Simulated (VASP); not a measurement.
# BaH2 (P6_3/mmc) in VASP: a series of runs

The runs below take BaH2 through relaxation of shape and atoms at fixed volume, with PBEsol.

Program: VASP 6.6.1. These are calculated values, not measurements. Logs are shortened: lines on timing, memory, paths and dates and some standing lists are left out, and cuts for length are marked.

## Step 1: The cell of the first run

It takes space group P6_3/mmc (No. 194, hexagonal). The conventional cell has a = 4.340 Å, b = 4.340 Å, c = 5.738 Å, α = 90.00°, β = 90.00°, γ = 120.00°. Within 3.3 Å of Ba (site symmetry -6m2) lie 11 H at 2.51 to 2.89 Å. H (site symmetry -6m2) has 5 Ba at 2.51 to 2.87 Å and 6 H at 2.89 Å within 3.3 Å. Within 3.8 Å of H (site symmetry -3m) lie 8 H at 2.87 to 2.89 Å and 6 Ba at 2.89 Å.

## Step 2: Relaxation of shape and atoms at fixed volume, PBEsol (15.60 Å³/atom)

The input, INCAR:

```
PREC = Accurate
ENCUT = 600
EDIFF = 1E-6
ISMEAR = 0
SIGMA = 0.02
LREAL = F
LASPH = T
NELM = 100
ALGO = Normal
ISIF = 4
LWAVE = F
LCHARG = F
GGA = PS
IBRION = 2
NSW = 50
EDIFFG = -0.01
```

The input, KPOINTS:

```
regular mesh
0
Gamma
  6 6 6
```

The input, POSCAR:

```
BaH2
1.0
    4.3403251498      0.0000000000      0.0000000000
   -2.1701625749      3.7588318404      0.0000000000
    0.0000000000      0.0000000000      5.7376099845
Ba H
2 4
Direct
    0.6666666667      0.3333333333      0.7500000000
    0.3333333333      0.6666666667      0.2500000000
    0.3333333333      0.6666666667      0.7500000000
    0.6666666667      0.3333333333      0.2500000000
    0.0000000000      0.0000000000      0.5000000000
    0.0000000000      0.0000000000      0.0000000000
```

Potentials or basis: VASP PAW PBE potentials, release 64 (Ba_sv, H).

On the command line:

```
$ cat potpaw_PBE.64/Ba_sv/POTCAR potpaw_PBE.64/H/POTCAR > POTCAR
$ mpirun -np 1 vasp_std > vasp.out
```

OUTCAR:

```text
PREC = Accurate
   ENCUT = 600
   EDIFF = 1E-6
   ISMEAR = 0
   LREAL = F
   LASPH = T
   NELM = 100
   ISIF = 4
   GGA = PS
   IBRION = 2
   NSW = 50
   EDIFFG = -0.01

 ion  position               nearest neighbor table
   1  0.667  0.333  0.750-   3 2.51   3 2.51   3 2.51   2 3.81   2 3.81   2 3.81   2 3.81   2 3.81
                             2 3.81
   2  0.333  0.667  0.250-   4 2.51   4 2.51   4 2.51   1 3.81   1 3.81   1 3.81   1 3.81   1 3.81
                             1 3.81
   3  0.333  0.667  0.750-   1 2.51   1 2.51   1 2.51
   4  0.667  0.333  0.250-   2 2.51   2 2.51   2 2.51
   5  0.000  0.000  0.500-
   6  0.000  0.000  0.000-

  LATTYP: Found a hexagonal cell.
 ALAT       =     4.3403251498
 C/A-ratio  =     1.3219309122

  Lattice vectors:

 A1 = (   4.3403251498,   0.0000000000,   0.0000000000)
 A2 = (  -2.1701625749,   3.7588318404,   0.0000000000)
 A3 = (   0.0000000000,   0.0000000000,   5.7376099845)

Analysis of symmetry for initial positions (statically):
=====================================================================
 Subroutine PRICEL returns:
 Original cell was already a primitive cell.

 Routine SETGRP: Setting up the symmetry group for a
 hexagonal supercell.

 Subroutine GETGRP returns: Found 24 space group operations
 (whereof 12 operations were pure point group operations)
 out of a pool of 24 trial point group operations.

The static configuration has the point symmetry D_3d.
 The point group associated with its full space group is D_6h.

Analysis of symmetry for dynamics (positions and initial velocities):
=====================================================================
 Subroutine PRICEL returns:
 Original cell was already a primitive cell.

 Routine SETGRP: Setting up the symmetry group for a
 hexagonal supercell.

 Subroutine GETGRP returns: Found 24 space group operations
 (whereof 12 operations were pure point group operations)
 out of a pool of 24 trial point group operations.

The dynamic configuration has the point symmetry D_3d.
 The point group associated with its full space group is D_6h.

 Subroutine INISYM returns: Found 24 space group operations
 (whereof 12 operations are pure point group operations),
 and found     1 'primitive' translations

----------------------------------------------------------------------------------------

                                     Primitive cell

  volume of cell :      93.6065

  direct lattice vectors                    reciprocal lattice vectors
     4.340325150  0.000000000  0.000000000     0.230397485  0.133020050  0.000000000
    -2.170162575  3.758831840  0.000000000     0.000000000  0.266040100  0.000000000
     0.000000000  0.000000000  5.737609984     0.000000000  0.000000000  0.174288598

  length of vectors
     4.340325150  4.340325150  5.737609984     0.266040100  0.266040100  0.174288598

  position of ions in fractional coordinates (direct lattice)
     0.666666667  0.333333333  0.750000000
     0.333333333  0.666666667  0.250000000
     0.333333333  0.666666667  0.750000000
     0.666666667  0.333333333  0.250000000
     0.000000000  0.000000000  0.500000000
     0.000000000  0.000000000  0.000000000

  ion indices of the primitive-cell ions
   primitive index   ion index
                 1           1
                 2           2
                 3           3
                 4           4
                 5           5
                 6           6

----------------------------------------------------------------------------------------

 KPOINTS: regular mesh

Automatic generation of k-mesh.
 Grid dimensions read from file:
 generate k-points for:    6    6    6

 Generating k-lattice:

  Cartesian coordinates                     Fractional coordinates (reciprocal lattice)
     0.038399581  0.022170008  0.000000000     0.166666667  0.000000000  0.000000000
     0.000000000  0.044340017  0.000000000     0.000000000  0.166666667  0.000000000
     0.000000000  0.000000000  0.029048100     0.000000000  0.000000000  0.166666667

  Length of vectors
     0.044340017  0.044340017  0.029048100

  Shift w.r.t. Gamma in fractional coordinates (k-lattice)
     0.000000000  0.000000000  0.000000000

 Subroutine IBZKPT returns following result:
 ===========================================

 Found     28 irreducible k-points:

 Following reciprocal coordinates:
            Coordinates               Weight
  0.000000  0.000000  0.000000      1.000000
  0.166667  0.000000  0.000000      6.000000
  0.333333  0.000000  0.000000      6.000000
  0.500000  0.000000  0.000000      3.000000
  0.166667  0.166667  0.000000      6.000000
  0.333333  0.166667  0.000000     12.000000
[... 16 lines left out ...]
  0.166667  0.000000  0.500000      6.000000
  0.333333  0.000000  0.500000      6.000000
 [... further k-points ...]
   k-points           NKPTS =     28   k-points in BZ     NKDIM =     28   number of bands    NBANDS=     16
   number of dos      NEDOS =    301   number of ions     NIONS =      6
   total plane-waves  NPLWV =  62208
   dimension x,y,z NGX =    36 NGY =   36 NGZ =   48
   dimension x,y,z NGXF=    72 NGYF=   72 NGZF=   96
   ions per type =               2   4
   NGX,Y,Z   is equivalent  to a cutoff of  13.79, 13.79, 13.91 a.u.
   NGXF,Y,Z  is equivalent  to a cutoff of  27.58, 27.58, 27.82 a.u.
 SYSTEM =  unknown system
   PREC   = accura    normal or accurate (medium, high low for compatibility)
   ISTART =      0    job   : 0-new  1-cont  2-samecut
   ICHARG =      2    charge: 1-file 2-atom 10-const
   ISPIN  =      1    spin polarized calculation?
   LNONCOLLINEAR =      F non collinear calculations
   LSORBIT =      F    spin-orbit coupling
   LASPH  =      T    aspherical Exc in radial PAW
   ENCUT  =  600.0 eV  44.10 Ry    6.64 a.u.   8.67  8.67 11.46*2*pi/ulx,y,z
   NELM   =    100;   NELMIN=  2; NELMDL= -5     # of ELM steps
   EDIFF  = 0.1E-05   stopping-criterion for ELM
   LREAL  =      F    real-space projection
   EDIFFG = -.1E-01   stopping-criterion for IOM
   NSW    =     50    number of steps for IOM
   IBRION =      2    ionic relax: 0-MD 1-quasi-New 2-CG
   NFREE  =      1    steps in history (QN), initial steepest desc. (CG)
   ISIF   =      4    stress and relaxation
   ISYM   =      2    0-nonsym 1-usesym 2-fastsym
   POTIM  = 0.5000    time-step for ionic-motion
   TEBEG  =    0.0;   TEEND  =   0.0 temperature during run
   PSTRESS=    0.0 pullay stress
   NELECT =      24.0000    total number of electrons
   NUPDOWN=      -1.0000    fix difference up-down
   EMIN   =  10.00;   EMAX   =-10.00  energy-range for DOS
   EFERMI =   0.00;   METHOD = LEGACY
   ISMEAR =     0;   SIGMA  =   0.02  broadening in eV -4-tet -1-fermi 0-gaus
   EFERMI_NEDOS =   21; number of points for ismear=-14 and -15
   IALGO  =     38    algorithm
   IMIX   =      4    mixing-type and parameters
     AMIX     =   0.40;   BMIX     =  1.00
     AMIX_MAG =   1.60;   BMIX_MAG =  1.00
  volume/ion in A,a.u.               =      15.60       105.28
  Fermi-wavevector in a.u.,A,eV,Ry     =   1.040024  1.965360 14.716729  1.081649
  Thomas-Fermi vector in A             =   2.174580
   LORBIT       =      0    0 simple, 1 ext, 2 COOP (PROOUT), +10 PAW based schemes
   GGA     = PS    functional components
   LHFCALC =     F    Hartree Fock is set to
   AEXX    =    0.0000 exact exchange contribution
   IVDW    =     0    specifies the selected vdW correction
   LEPSILON=     F    determine dielectric tensor
   LRPA    =     F    only Hartree local field effects (RPA)
 conjugate gradient relaxation of ions
 non-spin polarized calculation
 Gauss-broadening in eV      SIGMA  =   0.02
  energy-cutoff  :      600.00
  volume of cell :       93.61
 maximum number of plane-waves:      3173
 NGX is ok and might be reduce to    36
   NGX = 17   NGY = 17   NGZ = 23

--------------------------------------- Ionic step        1  -------------------------------------------

 number of electron      23.9999998 magnetization

 Free energy of the ion-electron system (eV)
  ---------------------------------------------------
  ext. energy  EPLUGINS =         0.00000000
  ---------------------------------------------------
  free energy    TOTEN  =       -20.43456881 eV

  energy without entropy =      -20.43456881  energy(sigma->0) =      -20.43456881

------------------------ aborting loop because EDIFF is reached ----------------------------------------

  FORCE on cell =-STRESS in cart. coord.  units (eV):
  Direction    XX          YY          ZZ          XY          YZ          ZX
  --------------------------------------------------------------------------------------
  -------------------------------------------------------------------------------------
  Total        1.3763229      1.3763229      1.0052733      0.0000000      0.0000000     -0.0000000
  in kB       23.5572573     23.5572573     17.2063410      0.0000000      0.0000000     -0.0000000
  external PRESSURE =      21.4402852 kB  Pullay stress =       0.0000000 kB
[... 145 lines left out ...]
  energy  without entropy=      -20.4353066002  energy(sigma->0) =      -20.43530660

--------------------------------------- Ionic step        5  -------------------------------------------

 number of electron      23.9999998 magnetization

 Free energy of the ion-electron system (eV)
  ---------------------------------------------------
  ext. energy  EPLUGINS =         0.00000000
  ---------------------------------------------------
  free energy    TOTEN  =       -20.43572228 eV

  energy without entropy =      -20.43572228  energy(sigma->0) =      -20.43572228

 E-fermi :   1.6566     XC(G=0):  -9.2765

 val. band max:        1.4753965256   @ k =   0.0000   0.0000   0.1667
 cond. band min:       3.0536720972   @ k =   0.3333   0.3333   0.5000
 fundamental gap:      1.5782755716
 Fermi energy:         1.6565787947

 k-point     1 :       0.0000    0.0000    0.0000
  band No.  band energies     occupation
      1     -25.4496      2.00000
      2     -25.1524      2.00000
      3     -11.4994      2.00000
      4     -10.4622      2.00000
      5     -10.4622      2.00000
      6     -10.0818      2.00000
[... 8 lines left out ...]
     15       5.2246      0.00000
     16       5.2246      0.00000
[... 420 lines left out ...]
  band No.  band energies     occupation
      1     -25.2668      2.00000
      2     -25.2668      2.00000
      3     -11.2896      2.00000
      4     -11.2896      2.00000
      5     -10.3715      2.00000
      6     -10.3715      2.00000
[... 8 lines left out ...]
     15       5.0944      0.00000
     16       5.0944      0.00000

 [... further k-points ...]

------------------------ aborting loop because EDIFF is reached ----------------------------------------

  FORCE on cell =-STRESS in cart. coord.  units (eV):
  Direction    XX          YY          ZZ          XY          YZ          ZX
  --------------------------------------------------------------------------------------
  -------------------------------------------------------------------------------------
  Total        1.1851185      1.1851185      1.1741365      0.0000000      0.0000000      0.0000000
  in kB       20.2845873     20.2845873     20.0966177      0.0000000      0.0000000      0.0000000
  external PRESSURE =      20.2219308 kB  Pullay stress =       0.0000000 kB
[... 21 lines left out ...]
  FREE ENERGIE OF THE ION-ELECTRON SYSTEM (eV)
  ---------------------------------------------------
  free  energy   TOTEN  =       -20.4357222803 eV

  energy  without entropy=      -20.4357222803  energy(sigma->0) =      -20.43572228

 reached required accuracy - stopping structural energy minimisation
```

It took 2.2 min on 1 thread of Oxide Virtual Turin-like, shared host; peak memory 0.23 GiB.

Results:

```yaml
Free_energy: -20.4357 eV
Energy_gained_by_relaxing: 0.2 meV/atom
Ionic_steps: 5
Pressure_after_relaxing: 2.0 GPa
Band_gap_on_the_k_mesh: 1.58 eV (least direct gap 2.39 eV)
```

The path:
| step | energy change (eV) | largest force (eV/Å) | pressure (GPa) | volume (Å³) |
| --- | --- | --- | --- | --- |
| 1 | 0.0000 | 0.0000 | 2.14 | 93.61 |
| 2 | -0.0006 | 0.0000 | 2.10 | 93.61 |
| 3 | -0.0011 | 0.0000 | 2.05 | 93.61 |
| 4 | -0.0007 | 0.0000 | 1.96 | 93.61 |
| 5 | -0.0012 | 0.0000 | 2.02 | 93.61 |

Final structure:
```yaml
crystal:
  lattice:
    - [4.35368, 0.00000, 0.00000]
    - [-2.17684, 3.77040, 0.00000]
    - [0.00000, 0.00000, 5.70245]
  atoms:
    - { symbol: Ba, position: [0.66667, 0.33333, 0.75000] }
    - { symbol: Ba, position: [0.33333, 0.66667, 0.25000] }
    - { symbol: H, position: [0.33333, 0.66667, 0.75000] }
    - { symbol: H, position: [0.66667, 0.33333, 0.25000] }
    - { symbol: H, position: [0.00000, 0.00000, 0.50000] }
    - { symbol: H, position: [0.00000, 0.00000, 0.00000] }
```

Caveat: the PAW data sets were made with another functional, which shifts forces and pressure a little; spin-orbit coupling is left out, which moves the levels of the heavy elements. A k mesh can miss the band edges.

## Step 3: Relaxation of shape and atoms at fixed volume, PBEsol (16.57 Å³/atom)

This run uses another cell than the first one, of 16.57 Å³/atom.

The input, INCAR:

```
PREC     = Accurate       # precision mode
ENCUT    = 600            # plane-wave cutoff, eV
EDIFF    = 1E-6           # SCF threshold, eV
ISMEAR   = 0              # smearing method
SIGMA    = 0.02           # smearing width, eV
LREAL    = False          # projectors in reciprocal space
LASPH    = True           # aspherical terms in the spheres
NELM     = 100            # most SCF steps
ALGO     = Normal         # electronic algorithm
ISIF     = 4              # what is computed and relaxed
LWAVE    = False          # write WAVECAR
LCHARG   = False          # write CHGCAR
GGA      = PS             # functional
IBRION   = 2              # ionic algorithm
NSW      = 50             # ionic steps
EDIFFG   = -0.01          # ionic threshold
```

KPOINTS is that of step 2.

POSCAR: that of step 2 with these lines changed.

```diff
@@ -2,5 +2,5 @@
 1.0
-    4.3403251498      0.0000000000      0.0000000000
-   -2.1701625749      3.7588318404      0.0000000000
-    0.0000000000      0.0000000000      5.7376099845
+    4.4280321165      0.0000000000      0.0000000000
+   -2.2140160583      3.8347883016      0.0000000000
+    0.0000000000      0.0000000000      5.8535525349
 Ba H
```

Potentials or basis: VASP PAW PBE potentials, release 64 (Ba_sv, H).

On the command line:

```
$ cat potpaw_PBE.64/Ba_sv/POTCAR potpaw_PBE.64/H/POTCAR > POTCAR
$ mpirun -np 1 vasp_std > vasp.out
```

It took 84 s on 1 thread of Oxide Virtual Turin-like, shared host; peak memory 0.23 GiB.

It converged, with:

- Free energy: -20.4662 eV
- Energy gained by relaxing: 0.1 meV/atom
- Ionic steps: 3
- Pressure after relaxing: -0.3 GPa
- Band gap on the k mesh: 1.50 eV (least direct gap 2.46 eV)

Stress tensor (GPa, compression positive):
```
-0.33  0.00  0.00
 0.00 -0.33  0.00
 0.00  0.00 -0.19
```

Step by step:
```
step  energy change (eV)  largest force (eV/Å)  pressure (GPa)  volume (Å³)
   1              0.0000                0.0000           -0.34        99.40
   2             -0.0004                0.0000           -0.32        99.40
   3             -0.0007                0.0000           -0.28        99.40
```

Final structure:
```cif
data_structure
_symmetry_space_group_name_H-M 'P 1'
_symmetry_Int_Tables_number 1
_cell_length_a 4.4202
_cell_length_b 4.4202
_cell_length_c 5.8742
_cell_angle_alpha 90.000
_cell_angle_beta 90.000
_cell_angle_gamma 120.000
_cell_volume 99.40
loop_
_atom_site_label
_atom_site_type_symbol
_atom_site_fract_x
_atom_site_fract_y
_atom_site_fract_z
_atom_site_occupancy
Ba1 Ba 0.66667 0.33333 0.75000 1
Ba2 Ba 0.33333 0.66667 0.25000 1
H1 H 0.33333 0.66667 0.75000 1
H2 H 0.66667 0.33333 0.25000 1
H3 H 0.00000 0.00000 0.50000 1
H4 H 0.00000 0.00000 0.00000 1
```

Levels at points of the mesh, in eV from the valence-band top:
```
           k point  band 9  band 10  band 11  band 12  band 13  band 14  band 15  band 16
(0.00, 0.00, 0.00)   -4.45    -3.12    -0.38    -0.01     2.68     2.68     3.70     3.70
(0.50, 0.00, 0.00)   -2.73    -2.30    -1.65    -1.59     2.44     3.91     4.05     5.34
(0.00, 0.00, 0.50)   -3.30    -3.30    -0.43    -0.43     2.48     2.48     2.48     2.48
(0.50, 0.00, 0.50)   -2.39    -2.39    -1.30    -1.30     2.38     2.38     3.90     3.90
```

Caveat: the PAW data sets were made with another functional, which shifts forces and pressure a little; spin-orbit coupling is left out, which moves the levels of the heavy elements.
